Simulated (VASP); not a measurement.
Li: single point with r2SCAN

The system is Li.

```xyz
2
Lattice="0.0000 2.9333 2.9333 2.9333 0.0000 2.9333 2.9333 2.9333 0.0000" Properties=species:S:1:pos:R:3 pbc="T T T"
Li   -0.4253   -1.0413   -1.0413
Li    0.4253    1.0413    1.0413
```

This cell differs from its parent crystal: shortest bond scaled by 0.58, partial waves polarizable.

```
Program                : VASP 6.6.1
Task                   : single point
Functional             : r2SCAN
Potentials or basis    : VASP PAW PBE potentials, release 64 (Li_sv)
Cutoff                 : 520 eV
k mesh                 : 9 × 9 × 9
Occupations            : fermi-dirac, width 0.05 eV
Spin                   : no spin polarisation
Dipole correction      : no
Further INCAR settings : ALGO = Normal; EDIFF = 1e-06; NBANDS = 10
```

```json
{
 "Largest force": "4.250 eV/Å",
 "Band gap on the k mesh": "zero (band 3 reaches 0.24 eV, above the bottom of band 4 at -0.02 eV)"
}
```

Forces on the atoms (eV/Å):
```
Li  -2.454  2.454  2.454
Li   2.454 -2.454 -2.454
```

Levels at points of the mesh, in eV from the Fermi level:
```csv
k point,band 1,band 2,band 3,band 4,band 5,band 6,band 7
"(0.00, 0.00, 0.00)",-51.89,-50.70,-3.59,5.53,5.53,5.65,8.01
```

It took 4.3 min on 1 thread of AMD EPYC 7R43 64-Core Processor (Zen 3) (shared host), peak memory 0.15 GiB.

Caveat: the cell differs from its parent crystal (shortest bond scaled by 0.58, partial waves polarizable); the PAW data sets were made with another functional, which shifts forces and pressure a little.
